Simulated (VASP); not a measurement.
# ZrC (P4_2/mmc) in VASP: a series of runs

Runs on ZrC. Level: PBE. Tasks: single point, relaxation of cell and atoms.

Program: VASP 6.6.1. These are calculated values, not measurements. Logs are shortened: lines on timing, memory, paths and dates and some standing lists are left out, and cuts for length are marked.

## (1) The cell of the first run

Symmetry: P4_2/mmc, No. 131, tetragonal system. The conventional cell has a = 3.298 Å, b = 3.298 Å, c = 6.158 Å, α = 90.00°, β = 90.00°, γ = 90.00°. Within 3.0 Å of Zr (site symmetry -4m2) lie 4 C at 2.26 Å. Within 3.0 Å of C (site symmetry mmm) lie 4 Zr at 2.26 Å.

## (2) Single point, PBE

Input file INCAR:

```
  PREC = Accurate
  ENCUT = 520
  EDIFF = 1E-6
  ISMEAR = 0
  SIGMA = 0.1
  LREAL = F
  LASPH = T
  NELM = 100
  ALGO = Normal
  ISIF = 2
  LWAVE = F
  LCHARG = T
  GGA = PE
  LELF = T
  LVHAR = T
  NBANDS = 24
```

Input file KPOINTS:

```
regular mesh
0
Gamma
  14 14 8
```

Input file POSCAR:

```
ZrC
1.0
    3.2983463142      0.0000000000      0.0000000000
    0.0000000000      3.2983463142      0.0000000000
    0.0000000000      0.0000000000      6.1576456897
Zr C
2 2
Direct
    0.5000000000      0.5000000000      0.2500000000
    0.5000000000      0.5000000000      0.7500000000
    0.0000000000      0.5000000000      0.0000000000
    0.5000000000      0.0000000000      0.5000000000
```

Potentials or basis: VASP PAW PBE potentials, release 64 (Zr_sv, C).

Command:

```bash
$ cat potpaw_PBE.64/Zr_sv/POTCAR potpaw_PBE.64/C/POTCAR > POTCAR
$ mpirun -np 1 vasp_std > vasp.out
```

OUTCAR:

```text
PREC = Accurate
   ENCUT = 520
   EDIFF = 1E-6
   ISMEAR = 0
   LREAL = F
   LASPH = T
   NELM = 100
   ISIF = 2
   GGA = PE

 ion  position               nearest neighbor table
   1  0.500  0.500  0.250-   3 2.26   4 2.26   4 2.26   3 2.26   2 3.08   2 3.08
   2  0.500  0.500  0.750-   3 2.26   4 2.26   4 2.26   3 2.26   1 3.08   1 3.08
   3  0.000  0.500  0.000-   1 2.26   2 2.26   1 2.26   2 2.26
   4  0.500  0.000  0.500-   1 2.26   2 2.26   1 2.26   2 2.26

  LATTYP: Found a simple tetragonal cell.
 ALAT       =     3.2983463142
 C/A-ratio  =     1.8668887688

  Lattice vectors:

 A1 = (   3.2983463142,   0.0000000000,   0.0000000000)
 A2 = (   0.0000000000,   3.2983463142,   0.0000000000)
 A3 = (   0.0000000000,   0.0000000000,   6.1576456897)

Analysis of symmetry for initial positions (statically):
=====================================================================
 Subroutine PRICEL returns:
 Original cell was already a primitive cell.

 Routine SETGRP: Setting up the symmetry group for a
 simple tetragonal supercell.

 Subroutine GETGRP returns: Found 16 space group operations
 (whereof  8 operations were pure point group operations)
 out of a pool of 16 trial point group operations.

The static configuration has the point symmetry D_2h.
 The point group associated with its full space group is D_4h.

Analysis of symmetry for dynamics (positions and initial velocities):
=====================================================================
 Subroutine PRICEL returns:
 Original cell was already a primitive cell.

 Routine SETGRP: Setting up the symmetry group for a
 simple tetragonal supercell.

 Subroutine GETGRP returns: Found 16 space group operations
 (whereof  8 operations were pure point group operations)
 out of a pool of 16 trial point group operations.

The dynamic configuration has the point symmetry D_2h.
 The point group associated with its full space group is D_4h.

 Subroutine INISYM returns: Found 16 space group operations
 (whereof  8 operations are pure point group operations),
 and found     1 'primitive' translations

----------------------------------------------------------------------------------------

                                     Primitive cell

  volume of cell :      66.9896

  direct lattice vectors                    reciprocal lattice vectors
[... 90 lines left out ...]
   NELM   =    100;   NELMIN=  2; NELMDL= -5     # of ELM steps
   EDIFF  = 0.1E-05   stopping-criterion for ELM
   LREAL  =      F    real-space projection
   EDIFFG = 0.1E-04   stopping-criterion for IOM
   NSW    =      0    number of steps for IOM
   IBRION =     -1    ionic relax: 0-MD 1-quasi-New 2-CG
   NFREE  =      0    steps in history (QN), initial steepest desc. (CG)
   ISIF   =      2    stress and relaxation
   ISYM   =      2    0-nonsym 1-usesym 2-fastsym
   POTIM  = 0.5000    time-step for ionic-motion
   TEBEG  =    0.0;   TEEND  =   0.0 temperature during run
   PSTRESS=    0.0 pullay stress
   NELECT =      32.0000    total number of electrons
   NUPDOWN=      -1.0000    fix difference up-down
   EMIN   =  10.00;   EMAX   =-10.00  energy-range for DOS
   EFERMI =   0.00;   METHOD = LEGACY
   ISMEAR =     0;   SIGMA  =   0.10  broadening in eV -4-tet -1-fermi 0-gaus
   EFERMI_NEDOS =   21; number of points for ismear=-14 and -15
   IALGO  =     38    algorithm
   IMIX   =      4    mixing-type and parameters
     AMIX     =   0.40;   BMIX     =  1.00
     AMIX_MAG =   1.60;   BMIX_MAG =  1.00
  volume/ion in A,a.u.               =      16.75       113.02
  Fermi-wavevector in a.u.,A,eV,Ry     =   1.279742  2.418362 22.282800  1.637740
  Thomas-Fermi vector in A             =   2.412210
   LORBIT       =      0    0 simple, 1 ext, 2 COOP (PROOUT), +10 PAW based schemes
   GGA     = PE    functional components
   LHFCALC =     F    Hartree Fock is set to
   AEXX    =    0.0000 exact exchange contribution
   IVDW    =     0    specifies the selected vdW correction
   LEPSILON=     F    determine dielectric tensor
   LRPA    =     F    only Hartree local field effects (RPA)
 non-spin polarized calculation
 Gauss-broadening in eV      SIGMA  =   0.10
  energy-cutoff  :      520.00
  volume of cell :       66.99
 maximum number of plane-waves:      1848
 NGX is ok and might be reduce to    28
   NGX = 13   NGY = 13   NGZ = 23

 number of electron      31.9999999 magnetization

 Free energy of the ion-electron system (eV)
  ---------------------------------------------------
  ext. energy  EPLUGINS =         0.00000000
  ---------------------------------------------------
  free energy    TOTEN  =       -34.84269135 eV

  energy without entropy =      -34.83668708  energy(sigma->0) =      -34.83968922

 E-fermi :   6.8447     XC(G=0): -10.6360

 val. band max:        6.8390797439   @ k =   0.0000   0.0000   0.5000
 cond. band min:       6.8457805822   @ k =   0.2143   0.0000   0.5000
 fundamental gap:      0.0067008383
 Fermi energy:         6.8446622314

 k-point     1 :       0.0000    0.0000    0.0000
  band No.  band energies     occupation
      1     -41.6135      2.00000
      2     -41.5327      2.00000
      3     -20.0889      2.00000
      4     -19.5545      2.00000
      5     -19.5545      2.00000
      6     -19.4533      2.00000
[... 637 lines left out ...]
     23      12.0468      0.00000
     24      13.3169      0.00000

 [... further k-points ...]

------------------------ aborting loop because EDIFF is reached ----------------------------------------

  FORCE on cell =-STRESS in cart. coord.  units (eV):
  Direction    XX          YY          ZZ          XY          YZ          ZX
  --------------------------------------------------------------------------------------
  -------------------------------------------------------------------------------------
  Total        0.0529870      0.0529870      0.0481591      0.0000000      0.0000000      0.0000000
  in kB        1.2672799      1.2672799      1.1518118      0.0000000      0.0000000      0.0000000
  external PRESSURE =       1.2287906 kB  Pullay stress =       0.0000000 kB

 VOLUME and BASIS-vectors are now :
 -----------------------------------------------------------------------------
  energy-cutoff  :      520.00
  volume of cell :       66.99
      direct lattice vectors                 reciprocal lattice vectors
     3.298346314  0.000000000  0.000000000     0.303182233  0.000000000  0.000000000
     0.000000000  3.298346314  0.000000000     0.000000000  0.303182233  0.000000000
     0.000000000  0.000000000  6.157645690     0.000000000  0.000000000  0.162399730

 POSITION                                       TOTAL-FORCE (eV/Angst)
 -----------------------------------------------------------------------------------
      1.64917      1.64917      1.53941        -0.000000     -0.000000      0.000000
      1.64917      1.64917      4.61823         0.000000      0.000000     -0.000000
      0.00000      1.64917      0.00000         0.000000      0.000000      0.000000
      1.64917      0.00000      3.07882         0.000000      0.000000      0.000000
 -----------------------------------------------------------------------------------
    total drift:                                0.000000      0.000000      0.000000

  FREE ENERGIE OF THE ION-ELECTRON SYSTEM (eV)
  ---------------------------------------------------
  free  energy   TOTEN  =       -34.8426913529 eV

  energy  without entropy=      -34.8366870785  energy(sigma->0) =      -34.83968922
```

OSZICAR:

```text
N       E                     dE             d eps       ncg     rms          rms(c)
DAV:   1     0.261356221184E+03    0.26136E+03   -0.16651E+04  8648   0.130E+03
DAV:   2    -0.202005356800E+02   -0.28156E+03   -0.26424E+03 10392   0.363E+02
DAV:   3    -0.422287062258E+02   -0.22028E+02   -0.21725E+02 15584   0.809E+01
DAV:   4    -0.432989455014E+02   -0.10702E+01   -0.10693E+01 10976   0.168E+01
DAV:   5    -0.433418365468E+02   -0.42891E-01   -0.42890E-01 13528   0.251E+00    0.269E+01
DAV:   6    -0.354845456887E+02    0.78573E+01   -0.45827E+01 10304   0.311E+01    0.993E+00
DAV:   7    -0.348672518323E+02    0.61729E+00   -0.50304E+00 11568   0.106E+01    0.744E+00
DAV:   8    -0.348557262283E+02    0.11526E-01   -0.40657E-01 11144   0.398E+00    0.116E+00
DAV:   9    -0.348422882821E+02    0.13438E-01   -0.79260E-02 12936   0.114E+00    0.535E-01
DAV:  10    -0.348426373596E+02   -0.34908E-03   -0.53368E-03 10984   0.572E-01    0.212E-01
DAV:  11    -0.348426958681E+02   -0.58508E-04   -0.39328E-04 12872   0.144E-01    0.257E-02
DAV:  12    -0.348426911980E+02    0.46701E-05   -0.20218E-05 11544   0.306E-02    0.399E-03
DAV:  13    -0.348426913529E+02   -0.15491E-06   -0.93348E-07  8344   0.607E-03
   1 F= -.34842691E+02 E0= -.34839689E+02  d E =-.600427E-02
```

stdout:

```text
POSCAR found type information on POSCAR ZrC
 POSCAR found :  2 types and       4 ions
 scaLAPACK will be used
 LDA part: xc-table for (Slater+PW92), standard interpolation
 POSCAR, INCAR and KPOINTS ok, starting setup
 FFT: planning ... GRIDC
 FFT: planning ... GRID_SOFT
 FFT: planning ... GRID
 WAVECAR not read
 entering main loop
```

It took 3.1 min on 1 thread of Intel Xeon Platinum 8124M at 3.00GHz (Skylake/Cascade Lake), shared host; peak memory 0.37 GiB.

What came out:

* Free energy: -34.8427 eV
* Pressure: 0.1 GPa
* Band gap on the k mesh: zero (band 16 reaches 6.91 eV, above the bottom of band 17 at 6.52 eV)

## (3) Relaxation of cell and atoms, PBE

This run uses another cell than the first one, of 16.70 Å³/atom, 0.997 times its volume.

Input file INCAR:

```
PREC     = Accurate       # precision mode
ENCUT    = 600            # plane-wave cutoff, eV
EDIFF    = 1E-6           # SCF threshold, eV
ISMEAR   = 0              # smearing method
SIGMA    = 0.1            # smearing width, eV
LREAL    = F              # projectors in reciprocal space
LASPH    = T              # aspherical terms in the spheres
NELM     = 100            # most SCF steps
ALGO     = Normal         # electronic algorithm
ISIF     = 3              # what is computed and relaxed
LWAVE    = F              # write WAVECAR
LCHARG   = F              # write CHGCAR
GGA      = PE             # functional
IBRION   = 2              # ionic algorithm
NSW      = 100            # ionic steps
EDIFFG   = -0.01          # ionic threshold
```

KPOINTS is that of step 2.

Input file POSCAR:

```
ZrC
1.0
    3.2855250332      0.0000000000      0.0000000000
    0.0000000000      3.2855250332      0.0000000000
    0.0000000000      0.0000000000      6.1887565839
Zr C
2 2
Direct
    0.5000000000      0.5000000000      0.2500000000
    0.5000000000      0.5000000000      0.7500000000
    0.0000000000      0.5000000000      0.0000000000
    0.5000000000      0.0000000000      0.5000000000
```

Potentials or basis: VASP PAW PBE potentials, release 64 (Zr_sv, C).

Command:

```bash
$ cat potpaw_PBE.64/Zr_sv/POTCAR potpaw_PBE.64/C/POTCAR > POTCAR
$ mpirun -np 1 vasp_std > vasp.out
```

Run time: 8.5 min. Hardware: 1 thread of Intel Xeon Platinum 8124M at 3.00GHz (Skylake/Cascade Lake), shared host; peak memory 0.4 GiB.

It converged, with:

```yaml
Free_energy: -34.8438 eV
Relaxed_volume: 16.76 Å³/atom
Relaxed_cell: a = 3.299 Å, b = 3.299 Å, c = 6.158 Å, α = 90.00°, β = 90.00°, γ = 90.00°
Space_group_after_relaxing_to_0.05_Å: P4_2/mmc (No. 131)
Energy_gained_by_relaxing: 0.5 meV/atom
Ionic_steps: 5
Pressure_after_relaxing: 0.0 GPa
Band_gap_on_the_k_mesh: zero (band 16 reaches 6.91 eV, above the bottom of band 17 at 6.51 eV)
```

Step by step:
```csv
step,energy change (eV),largest force (eV/Å),pressure (GPa),volume (Å³)
1,0.0000,0.0000,0.02,66.81
2,-0.0019,0.0000,0.39,66.82
3,-0.0019,0.0000,0.38,66.82
4,-0.0019,0.0000,-0.35,67.21
5,-0.0021,0.0000,0.00,67.02
```

Final structure:
```xyz
4
Lattice="3.2992 0.0000 0.0000 0.0000 3.2992 0.0000 0.0000 0.0000 6.1576" Properties=species:S:1:pos:R:3 pbc="T T T"
Zr    1.6496    1.6496    1.5394
Zr    1.6496    1.6496    4.6182
C     0.0000    1.6496    0.0000
C     1.6496    0.0000    3.0788
```

Levels at points of the mesh, in eV from the Fermi level:
```
           k point  band 13  band 14  band 15  band 16  band 17  band 18  band 19  band 20
(0.00, 0.00, 0.00)    -2.32    -2.32    -1.24    -0.65     1.06     1.06     3.57     3.84
(0.50, 0.00, 0.00)    -2.90    -1.84    -1.83    -0.12     0.17     2.57     3.23     4.18
(0.50, 0.50, 0.00)    -1.43    -1.43    -0.77    -0.46    -0.25     0.88     0.88     5.08
(0.00, 0.00, 0.50)    -1.88    -1.88    -0.25    -0.25    -0.01    -0.01     3.50     3.50
(0.50, 0.00, 0.50)    -2.40    -1.67    -1.61    -0.02     0.39     2.19     2.84     2.91
(0.50, 0.50, 0.50)    -2.19    -2.19    -1.86    -1.86     1.51     1.51     2.99     2.99
```

## (4) Single point, PBE

This run uses another cell than the first one, of 19.88 Å³/atom, 1.187 times its volume.

Input file INCAR:

```
PREC = Accurate
ENCUT = 520
EDIFF = 1E-6
ISMEAR = 0
SIGMA = 0.1
LREAL = F
LASPH = T
NELM = 100
ALGO = Normal
ISIF = 2
LWAVE = F
LCHARG = F
GGA = PE
NBANDS = 24
```

Input file KPOINTS:

```
Automatic mesh
0
Gamma
  4 4 4
```

Input file POSCAR:

```
ZrC
1.0
    3.8310019600      0.0000000000      0.0000000000
    0.0000000000      3.8310019600      0.0000000000
    0.0000000000      0.0000000000      5.4178549300
Zr C
2 2
Direct
    0.5000000000      0.5000000000      0.2500000000
    0.5000000000      0.5000000000      0.7500000000
    0.0000000000      0.5000000000      0.0000000000
    0.5000000000      0.0000000000      0.5000000000
```

Command:

```bash
$ cat potpaw_PBE.64/Zr_sv/POTCAR potpaw_PBE.64/C/POTCAR > POTCAR
$ mpirun -np 1 vasp_std > vasp.out
```

Wall time 24 s (1 thread of Intel Xeon Platinum 8124M at 3.00GHz (Skylake/Cascade Lake), shared host); peak memory 0.19 GiB.

It converged, with:

| Quantity | Value |
| --- | --- |
| Free energy | -32.6492 eV |
| Pressure | -8.6 GPa |
| Band gap on the k mesh | zero (band 16 reaches 5.48 eV, above the bottom of band 17 at 4.78 eV) |

Stress tensor (GPa, compression positive):
```
-21.12   0.00   0.00
  0.00 -21.12   0.00
  0.00   0.00  16.39
```

Levels at points of the mesh, in eV from the Fermi level:
```csv
k point,band 13,band 14,band 15,band 16,band 17,band 18,band 19,band 20
"(0.00, 0.00, 0.00)",-2.55,-1.84,-1.50,0.67,0.67,0.73,2.53,2.82
"(0.50, 0.00, 0.00)",-2.28,-1.99,-0.51,-0.36,0.25,2.09,2.96,3.15
"(0.50, 0.50, 0.00)",-0.83,-0.11,-0.11,-0.02,-0.02,0.48,1.47,1.64
"(0.00, 0.00, 0.50)",-2.39,-2.39,-0.17,-0.17,1.12,1.12,3.07,3.07
"(0.50, 0.00, 0.50)",-2.11,-1.73,-0.52,-0.31,1.38,1.85,2.08,2.58
"(0.50, 0.50, 0.50)",-1.66,-1.66,-0.37,-0.37,0.47,0.47,2.68,2.68
```

Caveat: the k points lie up to 0.41 Å⁻¹ apart.

## (5) Summary

```tsv
task	cell	k mesh	cutoff (eV)	gap on the mesh (eV)	pressure (GPa)
single point	a = 3.298, b = 3.298, c = 6.158 Å, 4 atoms	14 × 14 × 8	520	none	0.1
relaxation of cell and atoms	relaxed from a = 3.286, b = 3.286, c = 6.189 Å, 4 atoms	14 × 14 × 8	600	none	0.0
single point	a = 3.831, b = 3.831, c = 5.418 Å, 4 atoms	4 × 4 × 4	520	none	-8.6
```

Alike in all rows: level PBE; potentials or basis VASP PAW PBE potentials, release 64 (Zr_sv, C); no spin polarisation; smearing gaussian 0.1 eV.

Caveats: some runs use coarse meshes.

Absolute energies hang on the potentials; compare differences alone.
